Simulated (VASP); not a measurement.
# InSe in VASP: single point with PBE+D3(BJ)

Aim: the single point of InSe with PBE+D3(BJ).

Program: VASP 6.6.1. These are calculated values, not measurements. Logs are shortened: lines on timing, memory, paths and dates and some standing lists are left out, and cuts for length are marked.

### Step 1. The cell of the first run

The cell holds a slab with vacuum, 8 atoms: a = 4.027 Å, b = 4.027 Å, c = 28.271 Å, α = 90.00°, β = 90.00°, γ = 120.00°.

### Step 2. Single point, PBE+D3(BJ) (layers slid over each other)

Input file INCAR:

```
SYSTEM = InSe
ALGO     = Normal         ! electronic algorithm
DIPOL    = 0.5 0.5 0.408
EDIFF    = 1E-6           ! SCF threshold, eV
ENCUT    = 520            ! plane-wave cutoff, eV
GGA      = PE             ! functional
IDIPOL   = 3            
ISIF     = 2              ! what is computed and relaxed
ISMEAR   = 0              ! smearing method
IVDW     = 12             ! dispersion correction
LASPH    = .TRUE.         ! aspherical terms in the spheres
LCHARG   = .TRUE.         ! write CHGCAR
LDIPOL   = .TRUE.       
LELF     = .TRUE.         ! ELF
LREAL    = .FALSE.        ! projectors in reciprocal space
LVACPOTAV= .TRUE.       
LVHAR    = .TRUE.       
LWAVE    = .FALSE.        ! write WAVECAR
NBANDS   = 48             ! bands
NELM     = 80             ! most SCF steps
PREC     = Accurate       ! precision mode
SIGMA    = 0.05           ! smearing width, eV
```

Input file KPOINTS:

```
k-points
0
G
  9 9 1
  0 0 0
```

Input file POSCAR:

```
InSe
1.0
    4.0266103640      0.0000000000      0.0000000000
   -2.0133051820      3.4871468663      0.0000000000
    0.0000000000      0.0000000000     28.2707108021
Se In
4 4
Direct
    0.0000000000      0.0000000000      0.1591753399
    0.0000000000      0.0000000000      0.3496677346
    0.1111111111      0.4444444444      0.4667500401
    0.1111111111      0.4444444444      0.6572424348
    0.6666666667      0.3333333333      0.2049979895
    0.6666666667      0.3333333333      0.3038451603
    0.7777777778      0.7777777778      0.5125726897
    0.7777777778      0.7777777778      0.6114198605
```

Potentials or basis: VASP PAW PBE potentials, release 64 (Se, In_d).

Launch:

```
> cat potpaw_PBE.64/Se/POTCAR potpaw_PBE.64/In_d/POTCAR > POTCAR
> mpirun -np 1 vasp_std > vasp.out
```

OUTCAR:

```text
SYSTEM = InSe
   EDIFF = 1E-6
   ENCUT = 520
   GGA = PE
   ISIF = 2
   ISMEAR = 0
   IVDW = 12
   LASPH = .TRUE.
   LREAL = .FALSE.
   NELM = 80
   PREC = Accurate
 IVDW          = 12

 ion  position               nearest neighbor table
   1  0.000  0.000  0.159-   5 2.66   5 2.66   5 2.66
   2  0.000  0.000  0.350-   6 2.66   6 2.66   6 2.66
   3  0.111  0.444  0.467-   7 2.66   7 2.66   7 2.66
   4  0.111  0.444  0.657-   8 2.66   8 2.66   8 2.66
   5  0.667  0.333  0.205-   1 2.66   1 2.66   1 2.66   6 2.79
   6  0.667  0.333  0.304-   2 2.66   2 2.66   2 2.66   5 2.79
   7  0.778  0.778  0.513-   3 2.66   3 2.66   3 2.66   8 2.79
   8  0.778  0.778  0.611-   4 2.66   4 2.66   4 2.66   7 2.79

  LATTYP: Found a hexagonal cell.
 ALAT       =     4.0266103640
 C/A-ratio  =     7.0209700583

  Lattice vectors:

 A1 = (   4.0266103640,   0.0000000000,   0.0000000000)
 A2 = (  -2.0133051820,   3.4871468663,   0.0000000000)
 A3 = (   0.0000000000,   0.0000000000,  28.2707108021)

Analysis of symmetry for initial positions (statically):
=====================================================================
 Subroutine PRICEL returns:
 Original cell was already a primitive cell.

 Routine SETGRP: Setting up the symmetry group for a
 hexagonal supercell.

 Subroutine GETGRP returns: Found  1 space group operations
 (whereof  1 operations were pure point group operations)
 out of a pool of 24 trial point group operations.

The static configuration has the point symmetry C_1 .

Analysis of symmetry for dynamics (positions and initial velocities):
=====================================================================
 Subroutine PRICEL returns:
 Original cell was already a primitive cell.

 Routine SETGRP: Setting up the symmetry group for a
 hexagonal supercell.

 Subroutine GETGRP returns: Found  1 space group operations
 (whereof  1 operations were pure point group operations)
 out of a pool of 24 trial point group operations.

The dynamic configuration has the point symmetry C_1 .

 Subroutine INISYM returns: Found  1 space group operations
 (whereof  1 operations are pure point group operations),
 and found     1 'primitive' translations

----------------------------------------------------------------------------------------

                                     Primitive cell

  volume of cell :     396.9598

  direct lattice vectors                    reciprocal lattice vectors
     4.026610364  0.000000000  0.000000000     0.248347843  0.143383694  0.000000000
    -2.013305182  3.487146866  0.000000000     0.000000000  0.286767388  0.000000000
     0.000000000  0.000000000 28.270710802     0.000000000  0.000000000  0.035372298

  length of vectors
     4.026610364  4.026610364 28.270710802     0.286767388  0.286767388  0.035372298

  position of ions in fractional coordinates (direct lattice)
     0.000000000  0.000000000  0.159175340
     0.000000000  0.000000000  0.349667735
     0.111111111  0.444444444  0.466750040
     0.111111111  0.444444444  0.657242435
     0.666666667  0.333333333  0.204997990
     0.666666667  0.333333333  0.303845160
     0.777777778  0.777777778  0.512572690
     0.777777778  0.777777778  0.611419860

  ion indices of the primitive-cell ions
   primitive index   ion index
                 1           1
                 2           2
                 3           3
                 4           4
                 5           5
                 6           6
                 7           7
                 8           8

----------------------------------------------------------------------------------------

 KPOINTS: k-points

Automatic generation of k-mesh.
 Grid dimensions read from file:
 generate k-points for:    9    9    1

 Generating k-lattice:

  Cartesian coordinates                     Fractional coordinates (reciprocal lattice)
     0.027594205  0.015931522  0.000000000     0.111111111  0.000000000  0.000000000
     0.000000000  0.031863043  0.000000000     0.000000000  0.111111111  0.000000000
     0.000000000  0.000000000  0.035372298     0.000000000  0.000000000  1.000000000

  Length of vectors
     0.031863043  0.031863043  0.035372298

  Shift w.r.t. Gamma in fractional coordinates (k-lattice)
     0.000000000  0.000000000  0.000000000

 Subroutine IBZKPT returns following result:
 ===========================================

 Found     41 irreducible k-points:

 Following reciprocal coordinates:
            Coordinates               Weight
  0.000000  0.000000  0.000000      1.000000
  0.111111 -0.000000  0.000000      2.000000
  0.000000  0.111111  0.000000      2.000000
 -0.111111  0.111111  0.000000      2.000000
  0.222222  0.000000  0.000000      2.000000
  0.000000  0.222222  0.000000      2.000000
[... 16 lines left out ...]
  0.333333  0.111111  0.000000      2.000000
 -0.111111  0.444444  0.000000      2.000000
 [... further k-points ...]
   k-points           NKPTS =     41   k-points in BZ     NKDIM =     41   number of bands    NBANDS=     48
   number of dos      NEDOS =    301   number of ions     NIONS =      8
   total plane-waves  NPLWV = 189000
   dimension x,y,z NGX =    30 NGY =   30 NGZ =  210
   dimension x,y,z NGXF=    60 NGYF=   60 NGZF=  420
   ions per type =               4   4
   NGX,Y,Z   is equivalent  to a cutoff of  12.39, 12.39, 12.35 a.u.
   NGXF,Y,Z  is equivalent  to a cutoff of  24.77, 24.77, 24.70 a.u.
 SYSTEM =  InSe
   PREC   = accura    normal or accurate (medium, high low for compatibility)
   ISTART =      0    job   : 0-new  1-cont  2-samecut
   ICHARG =      2    charge: 1-file 2-atom 10-const
   ISPIN  =      1    spin polarized calculation?
   LNONCOLLINEAR =      F non collinear calculations
   LSORBIT =      F    spin-orbit coupling
   LASPH  =      T    aspherical Exc in radial PAW
   ENCUT  =  520.0 eV  38.22 Ry    6.18 a.u.   7.49  7.49 52.56*2*pi/ulx,y,z
   NELM   =     80;   NELMIN=  2; NELMDL= -5     # of ELM steps
   EDIFF  = 0.1E-05   stopping-criterion for ELM
   LREAL  =      F    real-space projection
[... 7 lines left out ...]
   TEBEG  =    0.0;   TEEND  =   0.0 temperature during run
   PSTRESS=    0.0 pullay stress
   NELECT =      76.0000    total number of electrons
   NUPDOWN=      -1.0000    fix difference up-down
   EMIN   =  10.00;   EMAX   =-10.00  energy-range for DOS
   EFERMI =   0.00;   METHOD = LEGACY
   ISMEAR =     0;   SIGMA  =   0.05  broadening in eV -4-tet -1-fermi 0-gaus
   EFERMI_NEDOS =   21; number of points for ismear=-14 and -15
   IALGO  =     38    algorithm
   IMIX   =      4    mixing-type and parameters
     AMIX     =   0.40;   BMIX     =  1.00
     AMIX_MAG =   1.60;   BMIX_MAG =  1.00
  volume/ion in A,a.u.               =      49.62       334.85
  Fermi-wavevector in a.u.,A,eV,Ry     =   0.943548  1.783047 12.113024  0.890282
  Thomas-Fermi vector in A             =   2.071266
   LORBIT       =      0    0 simple, 1 ext, 2 COOP (PROOUT), +10 PAW based schemes
   GGA     = PE    functional components
   LHFCALC =     F    Hartree Fock is set to
   AEXX    =    0.0000 exact exchange contribution
   IVDW    =    12    specifies the selected vdW correction
   LEPSILON=     F    determine dielectric tensor
   LRPA    =     F    only Hartree local field effects (RPA)
 non-spin polarized calculation
 Gauss-broadening in eV      SIGMA  =   0.05
  energy-cutoff  :      520.00
  volume of cell :      396.96
 maximum number of plane-waves:     10749
 NGX is ok and might be reduce to    30
   NGX = 15   NGY = 15   NGZ =105

 dipolmoment           0.000000      0.000000      0.000307 electrons x Angstroem

 number of electron      75.9999998 magnetization

 dipolmoment           0.000000      0.000000     -0.000034 electrons x Angstroem

 Free energy of the ion-electron system (eV)
  ---------------------------------------------------
  ext. energy  EPLUGINS =         0.00000000
  ---------------------------------------------------
  free energy    TOTEN  =       -28.37926882 eV

  energy without entropy =      -28.37926882  energy(sigma->0) =      -28.37926882

 E-fermi :   0.0217     XC(G=0):  -5.6629

 val. band max:       -0.1963558206   @ k =   0.1111  -0.0000   0.0000
 cond. band min:       0.9313880436   @ k =   0.0000   0.0000   0.0000
 fundamental gap:      1.1277438641
 Fermi energy:         0.0216570840

 k-point     1 :       0.0000    0.0000    0.0000
  band No.  band energies     occupation
      1     -14.5181      2.00000
      2     -14.5172      2.00000
      3     -14.3350      2.00000
      4     -14.3344      2.00000
      5     -14.3343      2.00000
      6     -14.3332      2.00000
[... 40 lines left out ...]
     47       5.0353      0.00000
     48       5.1981      0.00000

 k-point     2 :       0.1111   -0.0000    0.0000
  band No.  band energies     occupation
      1     -14.5175      2.00000
      2     -14.5166      2.00000
      3     -14.3755      2.00000
      4     -14.3732      2.00000
      5     -14.3329      2.00000
      6     -14.3317      2.00000
[... 40 lines left out ...]
     47       5.1033      0.00000
     48       5.1731      0.00000

 k-point     3 :       0.0000    0.1111    0.0000
  band No.  band energies     occupation
      1     -14.5175      2.00000
      2     -14.5166      2.00000
      3     -14.3753      2.00000
      4     -14.3728      2.00000
      5     -14.3326      2.00000
      6     -14.3325      2.00000
[... 40 lines left out ...]
     47       5.0936      0.00000
     48       5.1957      0.00000

 k-point     4 :      -0.1111    0.1111    0.0000
  band No.  band energies     occupation
      1     -14.5175      2.00000
      2     -14.5166      2.00000
      3     -14.3752      2.00000
      4     -14.3731      2.00000
      5     -14.3332      2.00000
      6     -14.3318      2.00000
[... 958 lines left out ...]
     47       4.6377      0.00000
     48       4.7044      0.00000

 k-point    23 :       0.3333    0.1111    0.0000
  band No.  band energies     occupation
      1     -14.6111      2.00000
      2     -14.6051      2.00000
      3     -14.5058      2.00000
      4     -14.5004      2.00000
      5     -14.4625      2.00000
      6     -14.4615      2.00000
[... 40 lines left out ...]
     47       4.5170      0.00000
     48       4.5547      0.00000

 k-point    24 :      -0.1111    0.4444    0.0000
  band No.  band energies     occupation
      1     -14.6094      2.00000
      2     -14.6059      2.00000
      3     -14.5044      2.00000
      4     -14.5013      2.00000
      5     -14.4626      2.00000
      6     -14.4616      2.00000
[... 40 lines left out ...]
     47       4.4891      0.00000
     48       4.5690      0.00000

 [... further k-points ...]

------------------------ aborting loop because EDIFF is reached ----------------------------------------

 Edisp (eV)   -2.02374

 E8    (eV) :    -0.9489

  FORCE on cell =-STRESS in cart. coord.  units (eV):
  Direction    XX          YY          ZZ          XY          YZ          ZX
  --------------------------------------------------------------------------------------
  -------------------------------------------------------------------------------------
  Total      -0.08159     0.04145    -0.20534    -0.05885     0.18413    -0.03763
  in kB      -0.32930     0.16730    -0.82878    -0.23754     0.74317    -0.15186
  external pressure =       -0.33 kB  Pullay stress =        0.00 kB

 VOLUME and BASIS-vectors are now :
 -----------------------------------------------------------------------------
  energy-cutoff  :      520.00
  volume of cell :      396.96
      direct lattice vectors                 reciprocal lattice vectors
     4.026610364  0.000000000  0.000000000     0.248347843  0.143383694  0.000000000
    -2.013305182  3.487146866  0.000000000     0.000000000  0.286767388  0.000000000
     0.000000000  0.000000000 28.270710802     0.000000000  0.000000000  0.035372298

 POSITION                                       TOTAL-FORCE (eV/Angst)
 -----------------------------------------------------------------------------------
      0.00000      0.00000      4.50000        -0.000315     -0.001625     -0.011252
      0.00000      0.00000      9.88536         0.005367     -0.051728      0.025677
     -0.44740      1.54984     13.19536        -0.013718      0.043139     -0.027380
     -0.44740      1.54984     18.58071        -0.000679      0.000607      0.011078
      2.01331      1.16238      5.79544        -0.000317     -0.004156      0.012396
      2.01331      1.16238      8.58992         0.004990      0.009882      0.012483
      1.56590      2.71223     14.49079         0.006307      0.001975     -0.010442
      1.56590      2.71223     17.28527        -0.001634      0.001905     -0.012560
 -----------------------------------------------------------------------------------
    total drift:                                0.000179      0.000191     -0.000059

  FREE ENERGIE OF THE ION-ELECTRON SYSTEM (eV)
  ---------------------------------------------------
  free  energy   TOTEN  =       -30.4030130885 eV

  energy  without entropy=      -30.4030130885  energy(sigma->0) =      -30.40301309

 vacuum level on the upper side and lower side of the slab         5.493         5.493
```

Run time: 17 min. Hardware: 1 thread of Intel Xeon Platinum 8559C (Emerald Rapids), shared host; peak memory 0.81 GiB.

What came out:

| Item | Value |
| --- | --- |
| Free energy | -30.4030 eV |
| Largest force | 0.058 eV/Å |
| Band gap on the k mesh | 1.13 eV (least direct gap 1.18 eV) |
| Dispersion energy per atom | -0.253 eV |

Forces on the atoms (eV/Å):
```
Se   0.000 -0.002 -0.011
Se   0.005 -0.052  0.026
Se  -0.014  0.043 -0.027
Se  -0.001  0.001  0.011
In   0.000 -0.004  0.012
In   0.005  0.010  0.012
In   0.006  0.002 -0.010
In  -0.002  0.002 -0.013
```

Caveat: the cell differs from its parent crystal (layers slid over each other); spin-orbit coupling is left out, which moves the levels of the heavy elements.
